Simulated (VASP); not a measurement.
# CuSbSe4 (R-3m) in VASP: further runs, part 2 of 2

VASP 6.6.1.

## Step 3: Single point, PBE, collinear spin

This run uses another cell than the first one, of 22.54 Å³/atom.

INCAR

```
SYSTEM = CuSbSe4
PREC = Accurate ; ENCUT = 520
EDIFF = 1E-7 ; ISMEAR = 0
SIGMA = 0.15 ; LREAL = .FALSE.
LASPH = .TRUE. ; NELM = 150
ALGO = Normal ; ISIF = 2
LWAVE = .FALSE. ; LCHARG = .TRUE.
ISPIN = 2 ; MAGMOM = 1 0 0 0 0 0
LORBIT = 11 ; LMAXMIX = 4
GGA = PE ; LELF = .TRUE.
LVHAR = .TRUE. ; NBANDS = 33
```

KPOINTS

```
regular mesh
0
G
  3 3 3
  0 0 0
```

POSCAR

```
CuSbSe4
1.0
    2.4825219069      1.4332846895      6.3357855702
   -2.4825219069      1.4332846895      6.3357855702
    0.0000000000     -2.8665693842      6.3357855690
Cu Sb Se
1 1 4
Direct
    0.5000000000      0.5000000000      0.5000000000
    0.0000000000      0.0000000000      0.0000000000
    0.3768059509      0.3768059509      0.3768059509
    0.6231940491      0.6231940491      0.6231940491
    0.8396385063      0.8396385063      0.8396385063
    0.1603614937      0.1603614937      0.1603614937
```

Potentials or basis: VASP PAW PBE potentials, release 64 (Cu, Sb, Se).

The run is started by

```console
> cat potpaw_PBE.64/Cu/POTCAR potpaw_PBE.64/Sb/POTCAR potpaw_PBE.64/Se/POTCAR > POTCAR
> mpirun -np 1 vasp_std > vasp.out
```

OUTCAR:

```text
SYSTEM = CuSbSe4
   PREC = Accurate
   ENCUT = 520
   EDIFF = 1E-7
   ISMEAR = 0
   LREAL = .FALSE.
   LASPH = .TRUE.
   NELM = 150
   ISIF = 2
   ISPIN = 2
   LORBIT = 11
   GGA = PE

 ion  position               nearest neighbor table
   1  0.500  0.500  0.500-   3 2.34   4 2.34
   2  0.000  0.000  0.000-   4 2.98   4 2.98   3 2.98   3 2.98   4 2.98   3 2.98   6 3.05   5 3.05

   3  0.377  0.377  0.377-   1 2.34   2 2.98   2 2.98   2 2.98
   4  0.623  0.623  0.623-   1 2.34   2 2.98   2 2.98   2 2.98
   5  0.840  0.840  0.840-   2 3.05
   6  0.160  0.160  0.160-   2 3.05

  LATTYP: Found a trigonal (rhomboedric) cell.
 ALAT       =     6.9540922349
 COS(alpha) =     0.7451202798

  Lattice vectors:

 A1 = (   2.4825219069,   1.4332846895,   6.3357855702)
 A2 = (  -2.4825219069,   1.4332846895,   6.3357855702)
 A3 = (   0.0000000000,  -2.8665693842,   6.3357855690)

Analysis of symmetry for initial positions (statically):
=====================================================================
[... 617 lines left out ...]
  Total       -0.1351010     -0.1351010      0.4530776     -0.0000000     -0.0000000      0.0000000
  in kB       -1.6002649     -1.6002649      5.3666827     -0.0000000     -0.0000000      0.0000000
  external PRESSURE =       0.7220510 kB  Pullay stress =       0.0000000 kB

 VOLUME and BASIS-vectors are now :
 -----------------------------------------------------------------------------
  energy-cutoff  :      520.00
  volume of cell :      135.26
      direct lattice vectors                 reciprocal lattice vectors
     2.482521907  1.433284689  6.335785570     0.201408092  0.116283016  0.052611208
    -2.482521907  1.433284689  6.335785570    -0.201408092  0.116283016  0.052611208
     0.000000000 -2.866569384  6.335785569     0.000000000 -0.232566032  0.052611208

 POSITION                                       TOTAL-FORCE (eV/Angst)
 -----------------------------------------------------------------------------------
      0.00000     -0.00000      9.50368        -0.000000      0.000000     -0.000000
      0.00000      0.00000      0.00000         0.000000      0.000000      0.000000
      0.00000     -0.00000      7.16209         0.000000      0.000000     -0.094985
      0.00000     -0.00000     11.84527         0.000000     -0.000000      0.094985
      0.00000     -0.00000     15.95931         0.000000      0.000000     -0.015830
      0.00000     -0.00000      3.04805         0.000000     -0.000000      0.015830
 -----------------------------------------------------------------------------------
    total drift:                                0.000000     -0.000000     -0.000000

  FREE ENERGIE OF THE ION-ELECTRON SYSTEM (eV)
  ---------------------------------------------------
  free  energy   TOTEN  =       -21.3822103796 eV

  energy  without entropy=      -21.3321613519  energy(sigma->0) =      -21.35718587

 total charge

# of ion       s       p       d       tot
------------------------------------------
    1        0.404   0.326   9.162   9.892
    2        1.312   0.854   0.057   2.223
    3        1.491   2.252   0.035   3.779
    4        1.491   2.252   0.035   3.779
    5        1.529   2.091   0.040   3.660
    6        1.529   2.091   0.040   3.660
--------------------------------------------------
tot          7.757   9.867   9.369  26.993

 magnetization (x)

# of ion       s       p       d       tot
------------------------------------------
    1       -0.000  -0.000  -0.000  -0.000
    2        0.000  -0.000  -0.000  -0.000
    3        0.000   0.000   0.000   0.000
    4        0.000   0.000   0.000   0.000
    5        0.000   0.000   0.000   0.000
    6        0.000   0.000   0.000   0.000
--------------------------------------------------
tot          0.000   0.000  -0.000   0.000
```

OSZICAR:

```text
N       E                     dE             d eps       ncg     rms          rms(c)
DAV:   1     0.276544184783E+03    0.27654E+03   -0.15359E+04   792   0.112E+03
DAV:   2     0.950948012025E+01   -0.26703E+03   -0.24960E+03   861   0.255E+02
[... 13 lines left out ...]
DAV:  16    -0.213822170538E+02   -0.28903E-04   -0.25543E-04  1271   0.987E-02    0.245E-02
DAV:  17    -0.213822235437E+02   -0.64899E-05   -0.45346E-06  1228   0.536E-02    0.302E-02
DAV:  18    -0.213822107651E+02    0.12779E-04   -0.18433E-05  1019   0.131E-01    0.927E-03
DAV:  19    -0.213822103126E+02    0.45257E-06   -0.66537E-06  1232   0.444E-02    0.183E-03
DAV:  20    -0.213822104205E+02   -0.10793E-06   -0.85974E-07   876   0.601E-03    0.889E-04
DAV:  21    -0.213822103796E+02    0.40938E-07   -0.21699E-08   440   0.154E-03
   1 F= -.21382210E+02 E0= -.21357186E+02  d E =-.500490E-01  mag=     0.0000
```

Wall time 2.1 min (1 thread of Intel Xeon 6975P-C (Granite Rapids), shared host); peak memory 0.52 GiB.

Results:

```
Free energy                                           : -21.3822 eV
Pressure                                              : 0.1 GPa
Largest force                                         : 0.095 eV/Å
Band gap on the k mesh                                : zero (filled and empty bands overlap)
Net moment                                            : 0.00 μB per cell
Valence electrons inside the program's atomic spheres : Cu 9.89; Sb 2.22; Se 3.78, 3.66 (each value once)
```

Forces on the atoms (eV/Å):
```
Cu   0.000  0.000  0.000
Sb   0.000  0.000  0.000
Se   0.000  0.000 -0.095
Se   0.000  0.000  0.095
Se   0.000  0.000 -0.016
Se   0.000  0.000  0.016
```

Levels at points of the mesh, in eV from the Fermi level:
Spin up:
```tsv
k point	band 18	band 19	band 20	band 21	band 22	band 23
(0.00, 0.00, 0.00)	-1.53	-0.91	-0.90	-0.90	-0.20	1.96
```
Spin down:
```csv
k point,band 18,band 19,band 20,band 21,band 22,band 23
"(0.00, 0.00, 0.00)",-1.53,-0.91,-0.90,-0.90,-0.20,1.96
```

Caveat: the k points lie up to 0.50 Å⁻¹ apart, too coarse for converged energies and pressures of a metal; spin-orbit coupling is left out, which moves the levels of the heavy elements.

## Step 4: Single point, PBE, collinear spin

This run uses another cell than the first one, of 23.60 Å³/atom.

INCAR

```
  ALGO = Normal
  EDIFF = 1E-6
  ENCUT = 520
  GGA = PE
  ISIF = 2
  ISMEAR = 0
  ISPIN = 2
  LASPH = T
  LCHARG = F
  LMAXMIX = 4
  LORBIT = 11
  LREAL = F
  LWAVE = F
  MAGMOM = 1 0 0 0 0 0
  NBANDS = 33
  NELM = 150
  PREC = Accurate
  SIGMA = 0.15
```

KPOINTS

```
k-points
0
Gamma
  3 3 3
```

POSCAR

```
CuSbSe4
1.0
    2.2466828357      1.2971229400      8.0972711600
   -2.2466828357      1.2971229400      8.0972711600
    0.0000000000     -2.5942458799      8.0972711600
Cu Sb Se
1 1 4
Direct
    0.0000000000      0.0000000000      0.0000000000
    0.5000000000      0.5000000000      0.5000000000
    0.6477595990      0.6477595990      0.6477595990
    0.1077801004      0.1077801004      0.1077801004
    0.8922198996      0.8922198996      0.8922198996
    0.3522404010      0.3522404010      0.3522404010
```

The run is started by

```console
> cat potpaw_PBE.64/Cu/POTCAR potpaw_PBE.64/Sb/POTCAR potpaw_PBE.64/Se/POTCAR > POTCAR
> mpirun -np 1 vasp_std > vasp.out
```

Run time: 2.5 min. Hardware: 1 thread of Intel Xeon 6975P-C (Granite Rapids), shared host; peak memory 0.74 GiB.

Results (log left out):

| Property | Result |
| --- | --- |
| Free energy | -21.4547 eV |
| Pressure | 0.0 GPa |
| Largest force | 0.051 eV/Å |
| Band gap on the k mesh | zero (filled and empty bands overlap) |
| Net moment | 0.00 μB per cell |
| Valence electrons inside the program's atomic spheres | Cu 9.87; Sb 2.22; Se 3.69, 3.75 (each value once) |

Forces in eV/Å, atoms in the order of the input:
```
Cu   0.000  0.000  0.000
Sb   0.000  0.000  0.000
Se   0.000  0.000 -0.001
Se   0.000  0.000 -0.051
Se   0.000  0.000  0.051
Se   0.000  0.000  0.001
```

Stress tensor (GPa, compression positive):
```
-0.13  0.00  0.00
 0.00 -0.13  0.00
 0.00  0.00  0.25
```

Levels at points of the mesh, in eV from the Fermi level:
Spin up:
| k point | band 16 | band 17 | band 18 | band 19 | band 20 | band 21 | band 22 | band 23 | band 24 | band 25 |
| --- | --- | --- | --- | --- | --- | --- | --- | --- | --- | --- |
| (0.00, 0.00, 0.00) | -1.67 | -1.67 | -1.57 | -1.49 | -1.49 | -1.37 | -1.28 | 0.62 | 1.53 | 1.53 |
Spin down:
```tsv
k point	band 17	band 18	band 19	band 20	band 21	band 22	band 23	band 24
(0.00, 0.00, 0.00)	-1.67	-1.57	-1.49	-1.49	-1.37	-1.28	0.62	1.53
```

Caveat: the k points lie up to 0.55 Å⁻¹ apart, too coarse for converged energies and pressures of a metal; spin-orbit coupling is left out, which moves the levels of the heavy elements. With open d or f shells a metallic result of PBE can be an artefact of self-interaction; +U or a hybrid may open a gap.

## Step 5: The runs side by side

```tsv
task	cell	cutoff (eV)	gap on the mesh (eV)	pressure (GPa)	moment (μB)	largest force (eV/Å)
relaxation of cell and atoms	relaxed from a = 6.859 Å, angles 46.4°, 6 atoms, atomic positions A	600	none	0.0	0.00	0.02
single point	a = 6.954 Å, angles 41.8°, 6 atoms, atomic positions B	520	none	0.1	0.00	0.09
single point	a = 8.503 Å, angles 30.6°, 6 atoms, atomic positions C	520	none	0.0	0.00	0.05
```

Alike in all rows: level PBE; potentials or basis VASP PAW PBE potentials, release 64 (Cu, Sb, Se); spin collinear; k mesh 3 × 3 × 3; smearing gaussian 0.15 eV.

Caveats: all runs use coarse meshes; spin-orbit coupling is left out, which moves the levels of the heavy elements.

Absolute energies hang on the potentials; compare differences alone.
